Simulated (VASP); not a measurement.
# Te2Mo in VASP: settings compared, part 2 of 2

VASP 6.6.1. Earlier steps stand in the parts before.

### 3 Single point, BHLYP

File POSCAR:

```
Te2Mo
1.0
    6.3616090156      0.0000000000      0.0000000000
    0.0000000000      3.4804030600      0.0000000000
   -0.0857412231      0.0000000000     36.1758904685
Te Mo
4 2
Direct
    0.4292511000      0.7500000000      0.5407035800
    0.5707489000      0.2500000000      0.4592964200
    0.9208478700      0.2500000000      0.5565273200
    0.0791521300      0.7500000000      0.4434726800
    0.1813475600      0.2500000000      0.4974653700
    0.8186524400      0.7500000000      0.5025346300
```

File INCAR.step1:

```
ALGO     = Normal         # electronic algorithm
EDIFF    = 1E-5           # SCF threshold, eV
ENCUT    = 520            # plane-wave cutoff, eV
GGA      = PE             # functional
ISIF     = 2              # what is computed and relaxed
ISMEAR   = -1             # smearing method
LASPH    = True           # aspherical terms in the spheres
LCHARG   = False          # write CHGCAR
LREAL    = False          # projectors in reciprocal space
LUSENCCL = False        
LWAVE    = True           # write WAVECAR
NBANDS   = 35             # bands
NELM     = 100            # most SCF steps
PREC     = Accurate       # precision mode
SIGMA    = 0.05           # smearing width, eV
```

File INCAR.step2:

```
AEXX     = 0.5            # exact-exchange fraction
AGGAC    = 1.0          
AGGAX    = 0.5          
ALDAC    = 0.0          
ALDAX    = 0.5          
ALGO     = Normal         # electronic algorithm
EDIFF    = 1E-6           # SCF threshold, eV
ENCUT    = 520            # plane-wave cutoff, eV
GGA      = B5             # functional
ISIF     = 2              # what is computed and relaxed
ISMEAR   = -1             # smearing method
ISTART   = 1            
LASPH    = True           # aspherical terms in the spheres
LCHARG   = False          # write CHGCAR
LHFCALC  = True           # exact exchange
LREAL    = False          # projectors in reciprocal space
LUSENCCL = False        
LWAVE    = False          # write WAVECAR
NBANDS   = 35             # bands
NELM     = 100            # most SCF steps
PREC     = Accurate       # precision mode
PRECFOCK = Fast         
SIGMA    = 0.05           # smearing width, eV
```

File KPOINTS:

```
k-points
0
Gamma
  3 5 1
```

Potentials or basis: VASP PAW PBE potentials, release 64 (Te, Mo_sv).

The run is started by

```bash
$ cat potpaw_PBE.64/Te/POTCAR potpaw_PBE.64/Mo_sv/POTCAR > POTCAR
$ cp INCAR.step1 INCAR
$ mpirun -np 1 vasp_std > vasp.out
$ cp INCAR.step2 INCAR
$ mpirun -np 1 vasp_std > vasp.out
```

OUTCAR:

```text
AEXX = 0.5
   EDIFF = 1E-6
   ENCUT = 520
   GGA = B5
   ISIF = 2
   ISMEAR = -1
   ISTART = 1
   LASPH = True
   LHFCALC = True
   LREAL = False
   NELM = 100
   PREC = Accurate
   PRECFOCK = Fast

 ion  position               nearest neighbor table
   1  0.429  0.750  0.541-   5 2.82   5 2.82   6 2.84   2 3.54   2 3.54   3 3.62   3 3.62
   2  0.571  0.250  0.459-   6 2.82   6 2.82   5 2.84   1 3.54   1 3.54   4 3.62   4 3.62
   3  0.921  0.250  0.557-   6 2.69   6 2.69   5 2.71   1 3.62   1 3.62
   4  0.079  0.750  0.443-   5 2.69   5 2.69   6 2.71   2 3.62   2 3.62
   5  0.181  0.250  0.497-   4 2.69   4 2.69   3 2.71   1 2.82   1 2.82   2 2.84   6 2.90   6 2.90

   6  0.819  0.750  0.503-   3 2.69   3 2.69   4 2.71   2 2.82   2 2.82   1 2.84   5 2.90   5 2.90

  LATTYP: Found a simple monoclinic cell.
 ALAT       =     6.3616090156
 B/A-ratio  =     0.5470947761
 C/A-ratio  =     5.6866104138
 COS(beta)  =    -0.0023701139

  Lattice vectors:

 A1 = (   6.3616090156,   0.0000000000,   0.0000000000)
 A2 = (   0.0000000000,   3.4804030600,   0.0000000000)
 A3 = (  -0.0857412231,   0.0000000000,  36.1758904685)

Analysis of symmetry for initial positions (statically):
=====================================================================
 Subroutine PRICEL returns:
 Original cell was already a primitive cell.

 Routine SETGRP: Setting up the symmetry group for a
 simple monoclinic supercell.

 Subroutine GETGRP returns: Found  4 space group operations
 (whereof  2 operations were pure point group operations)
 out of a pool of  4 trial point group operations.

The static configuration has the point symmetry S_2 .
 The point group associated with its full space group is C_2h.

Analysis of symmetry for dynamics (positions and initial velocities):
=====================================================================
 Subroutine PRICEL returns:
 Original cell was already a primitive cell.

 Routine SETGRP: Setting up the symmetry group for a
 simple monoclinic supercell.

 Subroutine GETGRP returns: Found  4 space group operations
 (whereof  2 operations were pure point group operations)
 out of a pool of  4 trial point group operations.

The dynamic configuration has the point symmetry S_2 .
 The point group associated with its full space group is C_2h.

 Subroutine INISYM returns: Found  4 space group operations
 (whereof  2 operations are pure point group operations),
 and found     1 'primitive' translations

----------------------------------------------------------------------------------------

                                     Primitive cell

  volume of cell :     800.9691

  direct lattice vectors                    reciprocal lattice vectors
     6.361609016  0.000000000  0.000000000     0.157192936 -0.000000000  0.000372566
     0.000000000  3.480403060  0.000000000     0.000000000  0.287323044 -0.000000000
    -0.085741223  0.000000000 36.175890469     0.000000000  0.000000000  0.027642720

  length of vectors
     6.361609016  3.480403060 36.175992077     0.157193378  0.287323044  0.027642720

  position of ions in fractional coordinates (direct lattice)
     0.429251100  0.750000000  0.540703580
[... 49 lines left out ...]
   k-points           NKPTS =      6   k-points in BZ     NKDIM =     15   number of bands    NBANDS=     35
   number of dos      NEDOS =    301   number of ions     NIONS =      6
   total plane-waves  NPLWV = 362880
   dimension x,y,z NGX =    48 NGY =   28 NGZ =  270
   dimension x,y,z NGXF=    96 NGYF=   56 NGZF=  540
   ions per type =               4   2
   NGX,Y,Z   is equivalent  to a cutoff of  12.54, 13.37, 12.41 a.u.
   NGXF,Y,Z  is equivalent  to a cutoff of  25.09, 26.75, 24.82 a.u.
 SYSTEM =  unknown system
   PREC   = accura    normal or accurate (medium, high low for compatibility)
   ISTART =      1    job   : 0-new  1-cont  2-samecut
   ICHARG =      0    charge: 1-file 2-atom 10-const
   ISPIN  =      1    spin polarized calculation?
   LNONCOLLINEAR =      F non collinear calculations
   LSORBIT =      F    spin-orbit coupling
   LASPH  =      T    aspherical Exc in radial PAW
   ENCUT  =  520.0 eV  38.22 Ry    6.18 a.u.  11.83  6.47 67.26*2*pi/ulx,y,z
   NELM   =    100;   NELMIN=  2; NELMDL=  0     # of ELM steps
   EDIFF  = 0.1E-05   stopping-criterion for ELM
   LREAL  =      F    real-space projection
   EDIFFG = 0.1E-04   stopping-criterion for IOM
   NSW    =      0    number of steps for IOM
   IBRION =     -1    ionic relax: 0-MD 1-quasi-New 2-CG
   NFREE  =      0    steps in history (QN), initial steepest desc. (CG)
   ISIF   =      2    stress and relaxation
   ISYM   =      3    0-nonsym 1-usesym 2-fastsym
   POTIM  = 0.5000    time-step for ionic-motion
   TEBEG  =    0.0;   TEEND  =   0.0 temperature during run
   PSTRESS=    0.0 pullay stress
   NELECT =      52.0000    total number of electrons
   NUPDOWN=      -1.0000    fix difference up-down
   EMIN   =  10.00;   EMAX   =-10.00  energy-range for DOS
   EFERMI =   0.00;   METHOD = LEGACY
   ISMEAR =    -1;   SIGMA  =   0.05  broadening in eV -4-tet -1-fermi 0-gaus
   EFERMI_NEDOS =   21; number of points for ismear=-14 and -15
   IALGO  =     38    algorithm
   IMIX   =      1    mixing-type and parameters
     AMIX     =   0.40;   BMIX     =  1.00
     AMIX_MAG =   1.60;   BMIX_MAG =  1.00
  volume/ion in A,a.u.               =     133.49       900.87
  Fermi-wavevector in a.u.,A,eV,Ry     =   0.657967  1.243377  5.890240  0.432920
  Thomas-Fermi vector in A             =   1.729641
   LORBIT       =      0    0 simple, 1 ext, 2 COOP (PROOUT), +10 PAW based schemes
   GGA     = B5    functional components
   LHFCALC =     T    Hartree Fock is set to
   PRECFOCK=fast      Normal, Fast or Accurate (Low or Medium for compatibility)
   ENCUT4O =  -1.0   cutoff for four orbital integrals eV
   NKREDX  =     1    reduce k-point grid by
   NKREDY  =     1    reduce k-point grid by
   NKREDZ  =     1    reduce k-point grid by
   AEXX    =    0.5000 exact exchange contribution
   HFSCREEN=    0.0000 screening length (either q_TF or 0.3 A-1)
   HFSCREENC=   0.0000 screening length for correlation (either q_TF or 0.3 A-1)
   ENCUTFOCK=  -1.0 apply spherical cutoff to Coloumb kernel
   IVDW    =     0    specifies the selected vdW correction
   LEPSILON=     F    determine dielectric tensor
   LRPA    =     F    only Hartree local field effects (RPA)
 non-spin polarized calculation
  energy-cutoff  :      520.00
  volume of cell :      800.97
 maximum number of plane-waves:     21707
 NGX is ok and might be reduce to    48
  NGX = 28; NGY = 14; NGZ =150

 number of electron      51.9999996 magnetization

 Free energy of the ion-electron system (eV)
  ---------------------------------------------------
  ext. energy  EPLUGINS =         0.00000000
  ---------------------------------------------------
  free energy    TOTEN  =       -55.91789867 eV

  energy without entropy =      -55.91789865  energy(sigma->0) =      -55.91789866

 E-fermi :  -1.9731     XC(G=0):  -1.1764

 val. band max:       -2.7875900008   @ k =   0.0000   0.0000   0.0000
 cond. band min:      -1.1241729544   @ k =   0.0000   0.2000   0.0000
 fundamental gap:      1.6634170464
 Fermi energy:        -1.9730887169

 k-point     1 :       0.0000    0.0000    0.0000
  band No.  band energies     occupation
      1     -72.5336      2.00000
      2     -72.4549      2.00000
      3     -44.0529      2.00000
      4     -43.9101      2.00000
      5     -43.8813      2.00000
      6     -43.7074      2.00000
[... 217 lines left out ...]
     34       2.8119      0.00000
     35       4.3670      0.00000

------------------------ aborting loop because EDIFF is reached ----------------------------------------

  FORCE on cell =-STRESS in cart. coord.  units (eV):
  Direction    XX          YY          ZZ          XY          YZ          ZX
  --------------------------------------------------------------------------------------
  -------------------------------------------------------------------------------------
  Total       -1.2706150      0.9817490     -2.5482247      0.0000000      0.0000000      0.0384120
  in kB       -2.5416095      1.9637912     -5.0972104      0.0000000      0.0000000      0.0768355
  external PRESSURE =      -1.8916762 kB  Pullay stress =       0.0000000 kB

 VOLUME and BASIS-vectors are now :
 -----------------------------------------------------------------------------
  energy-cutoff  :      520.00
  volume of cell :      800.97
      direct lattice vectors                 reciprocal lattice vectors
     6.361609016  0.000000000  0.000000000     0.157192936 -0.000000000  0.000372566
     0.000000000  3.480403060  0.000000000     0.000000000  0.287323044 -0.000000000
    -0.085741223  0.000000000 36.175890469     0.000000000  0.000000000  0.027642720

 POSITION                                       TOTAL-FORCE (eV/Angst)
 -----------------------------------------------------------------------------------
      2.68437      2.61030     19.56043        -0.102897     -0.000000     -0.154705
      3.59150      0.87010     16.61546         0.102897      0.000000      0.154705
      5.81036      0.87010     20.13287         0.076001      0.000000     -0.455601
      0.46551      2.61030     16.04302        -0.076001      0.000000      0.455601
      1.11101      0.87010     17.99625        -0.159174      0.000000      0.126108
      5.16486      2.61030     18.17964         0.159174      0.000000     -0.126108
 -----------------------------------------------------------------------------------
    total drift:                                0.000000      0.000000     -0.000000

  FREE ENERGIE OF THE ION-ELECTRON SYSTEM (eV)
  ---------------------------------------------------
  free  energy   TOTEN  =       -55.9178986695 eV

  energy  without entropy=      -55.9178986496  energy(sigma->0) =      -55.91789866
```

Run time: 15 min. Hardware: 1 × NVIDIA H100 80GB with 1 thread of AMD EPYC 7R13 (Zen 3), shared host; peak memory 1.6 GiB.

What came out:

- Free energy: -55.9179 eV
- Largest force: 0.462 eV/Å
- Band gap on the k mesh: 1.66 eV (least direct gap 2.17 eV)

Forces on the atoms (eV/Å):
```
Te  -0.103  0.000 -0.155
Te   0.103  0.000  0.155
Te   0.076  0.000 -0.456
Te  -0.076  0.000  0.456
Mo  -0.159  0.000  0.126
Mo   0.159  0.000 -0.126
```

Caveat: the PAW data sets were made with another functional, which shifts forces and pressure a little; spin-orbit coupling is left out, which moves the levels of the heavy elements.

### 4 Single point, revPBE+D4

File INCAR:

```
SYSTEM = Te2Mo
PREC = Accurate
ENCUT = 520
EDIFF = 1E-6
ISMEAR = -1
SIGMA = 0.05
LREAL = .FALSE.
LASPH = .TRUE.
NELM = 60
ALGO = Normal
ISIF = 2
LWAVE = .FALSE.
LCHARG = .TRUE.
GGA = RE
IVDW = 13
LELF = .TRUE.
LVHAR = .TRUE.
NBANDS = 35
```

File KPOINTS:

```
regular mesh
0
G
  4 8 1
  0 0 0
```

POSCAR is that of step 3.

The run is started by

```bash
$ cat potpaw_PBE.64/Te/POTCAR potpaw_PBE.64/Mo_sv/POTCAR > POTCAR
$ mpirun -np 1 vasp_std > vasp.out
```

It took 28 min on 1 thread of Intel Xeon 8259CL, shared host; peak memory 0.93 GiB.

The run converged. Its results:

* Free energy: -38.0712 eV
* Largest force: 0.112 eV/Å
* Band gap on the k mesh: zero (bands 26 and 27 overlap by 0.17 eV)
* Dispersion energy per atom: -0.691 eV

Forces in eV/Å, atoms in the order of the input:
```
Te   0.047  0.000 -0.055
Te  -0.047  0.000  0.055
Te  -0.011  0.000  0.092
Te   0.011  0.000 -0.092
Mo   0.108  0.000  0.031
Mo  -0.108  0.000 -0.031
```

Levels at points of the mesh, in eV from the Fermi level:
| k point | band 22 | band 23 | band 24 | band 25 | band 26 | band 27 | band 28 | band 29 | band 30 | band 31 |
| --- | --- | --- | --- | --- | --- | --- | --- | --- | --- | --- |
| (0.00, 0.00, 0.00) | -1.27 | -0.94 | -0.59 | -0.30 | 0.17 | 0.65 | 1.07 | 1.72 | 2.13 | 2.26 |
| (0.50, 0.00, 0.00) | -1.30 | -1.24 | -0.80 | -0.78 | -0.66 | 0.12 | 1.08 | 1.48 | 1.83 | 2.83 |
| (0.00, 0.50, 0.00) | -2.54 | -1.60 | -1.60 | -1.39 | -1.39 | 1.19 | 1.19 | 1.45 | 1.45 | 2.03 |
| (0.50, 0.50, 0.00) | -2.27 | -1.71 | -1.71 | -0.85 | -0.85 | 1.11 | 1.11 | 1.91 | 1.91 | 2.31 |

Caveat: the PAW data sets were made with another functional, which shifts forces and pressure a little; spin-orbit coupling is left out, which moves the levels of the heavy elements.

### 5 Single point, revPBE+D4

This run uses another cell than the first one.

File INCAR:

```
SYSTEM = Te2Mo
  PREC = Accurate
  ENCUT = 520
  EDIFF = 1E-7
  ISMEAR = -1
  SIGMA = 0.05
  LREAL = .False.
  LASPH = .True.
  NELM = 80
  ALGO = Normal
  ISIF = 2
  LWAVE = .False.
  LCHARG = .False.
  GGA = RE
  IVDW = 13
  NBANDS = 35
```

File KPOINTS:

```
regular mesh
0
Gamma
  4 8 1
  0 0 0
```

POSCAR: that of step 4 with these lines changed.

```diff
@@ -2,5 +2,5 @@
 1.0
-    6.3616090156      0.0000000000      0.0000000000
-    0.0000000000      3.4804030600      0.0000000000
-   -0.0857412231      0.0000000000     36.1758904685
+    6.4037401044      0.0000000000      0.0000000000
+    0.0000000000      3.5034527586      0.0000000000
+   -0.0863090623      0.0000000000     36.4154728842
 Te Mo
```

The run is started by

```bash
$ cat potpaw_PBE.64/Te/POTCAR potpaw_PBE.64/Mo_sv/POTCAR > POTCAR
$ mpirun -np 1 vasp_std > vasp.out
```

It took 30 min on 1 thread of Intel Xeon 8259CL, shared host; peak memory 0.99 GiB.

The run converged. Its results:

| Quantity | Value |
| --- | --- |
| Free energy | -38.0242 eV |
| Largest force | 0.234 eV/Å |
| Band gap on the k mesh | zero (bands 26 and 27 overlap by 0.15 eV) |
| Dispersion energy per atom | -0.680 eV |

Forces in eV/Å, atoms in the order of the input:
```
Te   0.024  0.000 -0.233
Te  -0.024  0.000  0.233
Te  -0.002  0.000 -0.220
Te   0.002  0.000  0.220
Mo   0.038  0.000  0.009
Mo  -0.038  0.000 -0.009
```

Levels at points of the mesh, in eV from the Fermi level:
| k point | band 24 | band 25 | band 26 | band 27 | band 28 | band 29 |
| --- | --- | --- | --- | --- | --- | --- |
| (0.00, 0.00, 0.00) | -0.58 | -0.29 | 0.16 | 0.64 | 1.03 | 1.68 |
| (0.50, 0.00, 0.00) | -0.79 | -0.75 | -0.65 | 0.13 | 1.04 | 1.46 |
| (0.00, 0.50, 0.00) | -1.57 | -1.36 | -1.36 | 1.16 | 1.16 | 1.42 |
| (0.50, 0.50, 0.00) | -1.68 | -0.83 | -0.83 | 1.08 | 1.08 | 1.87 |

Caveat: the PAW data sets were made with another functional, which shifts forces and pressure a little; spin-orbit coupling is left out, which moves the levels of the heavy elements.

### 6 The runs side by side

```csv
task,level,potentials or basis,cell,k mesh,cutoff (eV),grid for exact exchange (PRECFOCK),share of exact exchange,gap on the mesh (eV),largest force (eV/Å)
relaxation of cell and atoms,LDA,"VASP PAW LDA potentials, release 64 (Te, Mo_sv)","relaxed from a = 6.362, b = 3.480, c = 36.176 Å, angles 90.0, 90.1, 90.0°, 6 atoms",4 × 8 × 1,500,-,-,none,0.01
single point,BHLYP,"VASP PAW PBE potentials, release 64 (Te, Mo_sv)","a = 6.362, b = 3.480, c = 36.176 Å, angles 90.0, 90.1, 90.0°, 6 atoms",3 × 5 × 1,520,Fast,0.5,1.66,0.46
single point,revPBE+D4,"VASP PAW PBE potentials, release 64 (Te, Mo_sv)","a = 6.362, b = 3.480, c = 36.176 Å, angles 90.0, 90.1, 90.0°, 6 atoms",4 × 8 × 1,520,-,-,none,0.11
single point,revPBE+D4,"VASP PAW PBE potentials, release 64 (Te, Mo_sv)","a = 6.404, b = 3.503, c = 36.416 Å, angles 90.0, 90.1, 90.0°, 6 atoms",4 × 8 × 1,520,-,-,none,0.23
```

Alike in all rows: no spin polarisation; smearing fermi-dirac 0.05 eV.

Caveats: spin-orbit coupling is left out, which moves the levels of the heavy elements; the PAW data sets were made with another functional, which shifts forces and pressure a little (at least some runs).

Absolute energies hang on the potentials; compare differences alone.
